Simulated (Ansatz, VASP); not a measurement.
GaO3: VASP beside Ansatz

Contents of INCAR:

```
PREC = Accurate
ENCUT = 520
EDIFF = 1E-7
ISMEAR = 0
SIGMA = 0.1
LREAL = F
LASPH = T
NELM = 60
ALGO = Normal
ISIF = 2
LWAVE = F
LCHARG = F
GGA = PE
NBANDS = 24
```

KPOINTS

```
regular mesh
0
Gamma
  4 4 4
```

POSCAR

```
GaO3
1.0
    3.8152974700      0.0000000000      0.0000000000
    0.0000000000      3.8152974700      0.0000000000
    0.0000000000      0.0000000000      3.8152974700
Ga O
1 3
Direct
    0.0000000000      0.0000000000      0.0000000000
    0.5000000000      0.0000000000      0.0000000000
    0.0000000000      0.5000000000      0.0000000000
    0.0000000000      0.0000000000      0.5000000000
```

Input for Ansatz:

```yaml
crystal:
  lattice:
    - [3.81529747, 0.0, 0.0]
    - [0.0, 3.81529747, 0.0]
    - [0.0, 0.0, 3.81529747]
  atoms:
    - { symbol: Ga, position: [0.0, 0.0, 0.0] }
    - { symbol: O, position: [0.5, 0.0, 0.0] }
    - { symbol: O, position: [0.0, 0.5, 0.0] }
    - { symbol: O, position: [0.0, 0.0, 0.5] }
basis:
  ecutwfc: 420
kpoints:
  mp_grid: { grid: [4, 4, 4] }
hamiltonian:
  xc: pbe
scf:
  occupations: { method: gaussian, width: 0.1 }
  lower_state_search: "off"
output:
  forces: true
  stress: true
  eigenvalues: true
```

Change from the starting cell: species swapped into the ScF3 type (Pm-3m, No. 221).

Alike in both runs: task single point; functional PBE; k mesh 4 × 4 × 4; occupations gaussian, width 0.1 eV; no spin polarisation.

|  | VASP | Ansatz |
| --- | --- | --- |
| version | VASP 6.6.1 | Ansatz 0.2.0 |
| potentials or method | VASP PAW PBE potentials, release 64 (Ga_d, O), cutoff 520 eV | scalar-relativistic, plane waves, PAW |
| valence electrons in the cell | 31 | 31 |

|  | VASP | Ansatz | Ansatz less VASP |
| --- | --- | --- | --- |
| gap on the k mesh at the Fermi level (eV) | none | none | - |
| pressure (GPa) | 4.1 | 3.8 | -0.27 |

A gap of «none» marks a metal or a gap that the smearing closes. With one functional, cell and mesh, what is left measures potentials, basis and numerics.

The k mesh is coarse, so the values compare programs but aren't converged.
